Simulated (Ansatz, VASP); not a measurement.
Two plane-wave programs on Ba2Au3

```
CELL_PARAMETERS angstrom
5.26844 0.00000 0.00000
0.00000 5.26844 0.00000
0.00000 0.00000 5.26844
ATOMIC_POSITIONS crystal
Ba 0.50000 0.50000 0.50000
Ba 0.00000 0.00000 0.00000
Au 0.00000 0.50000 0.50000
Au 0.50000 0.00000 0.50000
Au 0.50000 0.50000 0.00000
```

Alike in both runs: task relaxation of cell and atoms; functional PBE; k mesh 4 × 4 × 4; occupations gaussian, width 0.1 eV; no spin polarisation.

|  | VASP | Ansatz |
| --- | --- | --- |
| version | VASP 6.6.1 | Ansatz 0.2.0 |
| potentials or method | VASP PAW PBE potentials, release 64 (Ba_sv, Au), cutoff 600 eV | scalar-relativistic, plane waves, PAW |
| valence electrons in the cell | 53 | 77 |

```csv
,VASP,Ansatz,Ansatz less VASP
"gap on the k mesh at the Fermi level, each at its own relaxed structure (eV)",none,none,-
relaxed volume (Å³/atom),42.88,41.43,-1.455
relaxed length of the cell vector where the two differ most in proportion (Å),5.985,5.917,-0.0685
```

A gap of «none» marks a metal or a gap that the smearing closes. VASP's potentials hold 53 valence electrons a cell and Ansatz's 77, so a difference there can come from the potentials and not from the codes.

Neither program's run includes spin-orbit coupling. Noted on VASP's run: the volume moved by over 15 % at a fixed basis, so the end points are rough.
